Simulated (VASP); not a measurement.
# KYSe2 (P4/mmm) in VASP: a series of runs, part 2 of 2

VASP 6.6.1. Earlier steps stand in the parts before.

## 3. Single point, PBE

Input file INCAR:

```
SYSTEM = KYSe2
PREC     = Accurate       ! precision mode
ENCUT    = 520            ! plane-wave cutoff, eV
EDIFF    = 1E-7           ! SCF threshold, eV
ISMEAR   = 0              ! smearing method
SIGMA    = 0.01           ! smearing width, eV
LREAL    = .False.        ! projectors in reciprocal space
LASPH    = .True.         ! aspherical terms in the spheres
NELM     = 60             ! most SCF steps
ALGO     = Normal         ! electronic algorithm
ISIF     = 2              ! what is computed and relaxed
LWAVE    = .False.        ! write WAVECAR
LCHARG   = .True.         ! write CHGCAR
GGA      = PE             ! functional
LELF     = .True.         ! ELF
LVHAR    = .True.       
NBANDS   = 24             ! bands
```

Input file KPOINTS:

```
Automatic mesh
0
Gamma
  4 4 4
  0 0 0
```

Input file POSCAR:

```
KYSe2
1.0
    4.3197464662      0.0000000000      0.0000000000
    0.0000000000      4.3197464662      0.0000000000
    0.0000000000      0.0000000000      5.8682760692
K Se Y
1 2 1
Direct
    0.0000000000      0.0000000000      0.0000000000
    0.0000000000      0.0000000000      0.5000000000
    0.5000000000      0.5000000000      0.0000000000
    0.5000000000      0.5000000000      0.5000000000
```

Potentials or basis: VASP PAW PBE potentials, release 64 (K_sv, Se, Y_sv).

Command:

```
> cat potpaw_PBE.64/K_sv/POTCAR potpaw_PBE.64/Se/POTCAR potpaw_PBE.64/Y_sv/POTCAR > POTCAR
> mpirun -np 1 vasp_std > vasp.out
```

OUTCAR:

```text
SYSTEM = KYSe2
   PREC = Accurate
   ENCUT = 520
   EDIFF = 1E-7
   ISMEAR = 0
   LREAL = .False.
   LASPH = .True.
   NELM = 60
   ISIF = 2
   GGA = PE

 ion  position               nearest neighbor table
   1  0.000  0.000  0.000-   2 2.93   2 2.93   3 3.05   3 3.05   3 3.05   3 3.05
   2  0.000  0.000  0.500-   1 2.93   1 2.93   4 3.05   4 3.05   4 3.05   4 3.05
   3  0.500  0.500  0.000-   4 2.93   4 2.93   1 3.05   1 3.05   1 3.05   1 3.05
   4  0.500  0.500  0.500-   3 2.93   3 2.93   2 3.05   2 3.05   2 3.05   2 3.05

  LATTYP: Found a simple tetragonal cell.
 ALAT       =     4.3197464662
 C/A-ratio  =     1.3584769651

  Lattice vectors:

 A1 = (   4.3197464662,   0.0000000000,   0.0000000000)
 A2 = (   0.0000000000,   4.3197464662,   0.0000000000)
 A3 = (   0.0000000000,   0.0000000000,   5.8682760692)

Analysis of symmetry for initial positions (statically):
=====================================================================
 Subroutine PRICEL returns:
 Original cell was already a primitive cell.

 Routine SETGRP: Setting up the symmetry group for a
 simple tetragonal supercell.

 Subroutine GETGRP returns: Found 16 space group operations
[... 162 lines left out ...]
 E-fermi :   2.2986     XC(G=0):  -9.0820

 val. band max:        2.2175872276   @ k =   0.0000   0.0000   0.0000
 cond. band min:       2.4045674765   @ k =   0.0000   0.0000   0.0000
 fundamental gap:      0.1869802489
 Fermi energy:         2.2985910060

 k-point     1 :       0.0000    0.0000    0.0000
  band No.  band energies     occupation
      1     -41.2579      2.00000
      2     -26.1505      2.00000
      3     -21.2105      2.00000
      4     -21.2105      2.00000
      5     -21.0729      2.00000
      6     -10.2847      2.00000
[... 475 lines left out ...]
     23       7.9886      0.00000
     24      10.0303      0.00000

------------------------ aborting loop because EDIFF is reached ----------------------------------------

  FORCE on cell =-STRESS in cart. coord.  units (eV):
  Direction    XX          YY          ZZ          XY          YZ          ZX
  --------------------------------------------------------------------------------------
  -------------------------------------------------------------------------------------
  Total        0.5093953      0.5093953      0.5168036      0.0000000     -0.0000000      0.0000000
  in kB        7.4531255      7.4531255      7.5615196      0.0000000     -0.0000000      0.0000000
  external PRESSURE =       7.4892569 kB  Pullay stress =       0.0000000 kB

 VOLUME and BASIS-vectors are now :
 -----------------------------------------------------------------------------
  energy-cutoff  :      520.00
  volume of cell :      109.50
      direct lattice vectors                 reciprocal lattice vectors
     4.319746466  0.000000000  0.000000000     0.231495068  0.000000000  0.000000000
     0.000000000  4.319746466  0.000000000     0.000000000  0.231495068  0.000000000
     0.000000000  0.000000000  5.868276069     0.000000000  0.000000000  0.170407797

 POSITION                                       TOTAL-FORCE (eV/Angst)
 -----------------------------------------------------------------------------------
      0.00000      0.00000      0.00000         0.000000      0.000000      0.000000
      0.00000      0.00000      2.93414         0.000000      0.000000      0.000000
      2.15987      2.15987      0.00000         0.000000      0.000000      0.000000
      2.15987      2.15987      2.93414         0.000000      0.000000      0.000000
 -----------------------------------------------------------------------------------
    total drift:                                0.000000     -0.000000     -0.000000

  FREE ENERGIE OF THE ION-ELECTRON SYSTEM (eV)
  ---------------------------------------------------
  free  energy   TOTEN  =       -20.2756404285 eV

  energy  without entropy=      -20.2756404285  energy(sigma->0) =      -20.27564043
```

stdout:

```text
POSCAR found type information on POSCAR K SeY
 POSCAR found :  3 types and       4 ions
 scaLAPACK will be used
 LDA part: xc-table for (Slater+PW92), standard interpolation
 POSCAR, INCAR and KPOINTS ok, starting setup
 FFT: planning ... GRIDC
 FFT: planning ... GRID_SOFT
 FFT: planning ... GRID
 WAVECAR not read
 entering main loop
```

It took 51 s on 1 thread of Intel Xeon Platinum 8259CL at 2.50GHz (Skylake/Cascade Lake), shared host; peak memory 0.25 GiB.

Results:

| Property | Result |
| --- | --- |
| Free energy | -20.2756 eV |
| Pressure | 0.7 GPa |
| Band gap on the k mesh | 0.19 eV |

Levels at points of the mesh, in eV from the valence-band top:
```csv
k point,band 12,band 13,band 14,band 15,band 16,band 17,band 18,band 19,band 20,band 21
"(0.00, 0.00, 0.00)",-1.81,-1.81,-0.41,0.00,0.00,0.19,1.88,1.90,2.07,2.07
"(0.50, 0.00, 0.00)",-2.75,-1.76,-1.70,-1.59,-0.60,2.39,2.69,2.77,3.14,4.69
"(0.50, 0.50, 0.00)",-3.02,-1.21,-1.02,-0.65,-0.65,0.88,0.88,2.74,3.02,3.37
"(0.00, 0.00, 0.50)",-2.21,-1.82,-1.82,-0.49,-0.49,0.27,1.90,2.05,3.27,3.27
"(0.50, 0.00, 0.50)",-2.98,-2.79,-2.41,-0.94,-0.87,2.81,3.35,3.40,3.70,4.58
"(0.50, 0.50, 0.50)",-2.97,-2.59,-1.81,-1.42,-1.42,2.65,2.65,2.83,3.05,3.37
```

## 4. Single point, r2SCAN

POSCAR is that of step 3.

Input file INCAR.step1:

```
SYSTEM = KYSe2
ALGO = Normal
EDIFF = 1E-4
ENCUT = 520
GGA = PE
ISMEAR = 0
LASPH = .True.
LCHARG = .False.
LREAL = .False.
LWAVE = .True.
NBANDS = 24
NELM = 100
PREC = Accurate
SIGMA = 0.01
```

Input file INCAR.step2:

```
SYSTEM = KYSe2
ALGO = Normal
EDIFF = 1E-7
ENCUT = 520
ISIF = 2
ISMEAR = 0
ISTART = 1
LASPH = .True.
LCHARG = .False.
LMIXTAU = .True.
LREAL = .False.
LWAVE = .False.
METAGGA = R2SCAN
NBANDS = 24
NELM = 100
PREC = Accurate
SIGMA = 0.01
```

Input file KPOINTS:

```
k-points
0
Gamma
  4 4 4
  0 0 0
```

Command:

```
> cat potpaw_PBE.64/K_sv/POTCAR potpaw_PBE.64/Se/POTCAR potpaw_PBE.64/Y_sv/POTCAR > POTCAR
> cp INCAR.step1 INCAR
> mpirun -np 1 vasp_std > vasp.out
> cp INCAR.step2 INCAR
> mpirun -np 1 vasp_std > vasp.out
```

Run time: 2.8 min. Hardware: 1 thread of Intel Xeon Platinum 8259CL at 2.50GHz (Skylake/Cascade Lake), shared host; peak memory 0.26 GiB.

It converged, with:

| Quantity | Value |
| --- | --- |
| Free energy | -61.8198 eV |
| Pressure | 0.1 GPa |
| Band gap on the k mesh | 0.50 eV |

Levels at points of the mesh, in eV from the valence-band top:
```tsv
k point	band 12	band 13	band 14	band 15	band 16	band 17	band 18	band 19	band 20	band 21
(0.00, 0.00, 0.00)	-1.94	-1.94	-0.47	0.00	0.00	0.50	2.20	2.43	2.43	2.45
(0.50, 0.00, 0.00)	-2.87	-1.75	-1.72	-1.67	-0.59	2.77	3.04	3.16	3.55	5.16
(0.50, 0.50, 0.00)	-3.16	-1.31	-1.08	-0.67	-0.67	1.23	1.23	3.11	3.42	3.76
(0.00, 0.00, 0.50)	-2.24	-1.94	-1.94	-0.47	-0.47	0.58	2.22	2.56	3.65	3.65
(0.50, 0.00, 0.50)	-3.00	-2.91	-2.49	-0.95	-0.85	3.20	3.74	3.80	4.15	5.07
(0.50, 0.50, 0.50)	-3.12	-2.66	-1.85	-1.40	-1.40	3.01	3.01	3.26	3.46	3.76
```

Caveat: the PAW data sets were made with another functional, which shifts forces and pressure a little.

## 5. Single point, r2SCAN

POSCAR is that of step 4.

Input file INCAR.step1:

```
SYSTEM = KYSe2
PREC = Accurate
ENCUT = 520
ISMEAR = 0
SIGMA = 0.01
LREAL = .FALSE.
LASPH = .TRUE.
NELM = 60
NBANDS = 24
GGA = PE
ALGO = Normal
EDIFF = 1E-4
LWAVE = .TRUE.
LCHARG = .FALSE.
```

Input file INCAR.step2:

```
SYSTEM = KYSe2
PREC = Accurate
ENCUT = 520
EDIFF = 1E-6
ISMEAR = 0
SIGMA = 0.01
LREAL = .FALSE.
LASPH = .TRUE.
NELM = 60
ALGO = Normal
ISIF = 2
LWAVE = .FALSE.
LCHARG = .FALSE.
METAGGA = R2SCAN
LMIXTAU = .TRUE.
NBANDS = 24
ISTART = 1
```

Input file KPOINTS:

```
regular mesh
0
G
  6 6 4
  0 0 0
```

Command:

```
> cat potpaw_PBE.64/K_sv/POTCAR potpaw_PBE.64/Se/POTCAR potpaw_PBE.64/Y_sv/POTCAR > POTCAR
> cp INCAR.step1 INCAR
> mpirun -np 1 vasp_std > vasp.out
> cp INCAR.step2 INCAR
> mpirun -np 1 vasp_std > vasp.out
```

It took 3 min on 1 thread of Intel Xeon Platinum 8259CL at 2.50GHz (Skylake/Cascade Lake), shared host; peak memory 0.29 GiB.

Results (log left out):

```yaml
Free_energy: -61.8278 eV
Pressure: 0.1 GPa
Band_gap_on_the_k_mesh: 0.50 eV
```

Levels at points of the mesh, in eV from the valence-band top:
```csv
k point,band 12,band 13,band 14,band 15,band 16,band 17,band 18,band 19,band 20,band 21
"(0.00, 0.00, 0.00)",-1.94,-1.94,-0.47,0.00,0.00,0.50,2.20,2.43,2.43,2.45
"(0.50, 0.00, 0.00)",-2.87,-1.74,-1.72,-1.67,-0.59,2.77,3.04,3.16,3.56,5.16
"(0.50, 0.50, 0.00)",-3.16,-1.30,-1.08,-0.67,-0.67,1.23,1.23,3.12,3.42,3.76
"(0.00, 0.00, 0.50)",-2.25,-1.95,-1.95,-0.47,-0.47,0.58,2.22,2.56,3.65,3.65
"(0.50, 0.00, 0.50)",-3.00,-2.91,-2.49,-0.95,-0.85,3.21,3.75,3.81,4.15,5.07
"(0.50, 0.50, 0.50)",-3.12,-2.66,-1.85,-1.40,-1.40,3.01,3.01,3.27,3.46,3.77
```

Caveat: the PAW data sets were made with another functional, which shifts forces and pressure a little. A k mesh can miss the band edges.

## 6. The runs side by side

```csv
level,k mesh,gap on the mesh (eV),pressure (GPa)
PBE,4 × 4 × 4,0.19,0.7
r2SCAN,4 × 4 × 4,0.50,0.1
r2SCAN,6 × 6 × 4,0.50,0.1
```

Alike in all rows: task single point; potentials or basis VASP PAW PBE potentials, release 64 (K_sv, Se, Y_sv); no spin polarisation; cell as given; cutoff (eV) 520; smearing gaussian 0.01 eV.

On the cell as given the gap runs from 0.19 eV (PBE) to 0.50 eV (r2SCAN); the meshes differ, which moves gaps too. The pressure there spans 0.1 GPa (r2SCAN) to 0.7 GPa (PBE); a positive pressure means that this level wants a larger cell, a negative one a smaller.

Caveats: the PAW data sets were made with another functional, which shifts forces and pressure a little (at least some runs).

Total energies depend on the potentials used, so only differences within one code and one set of settings carry meaning.
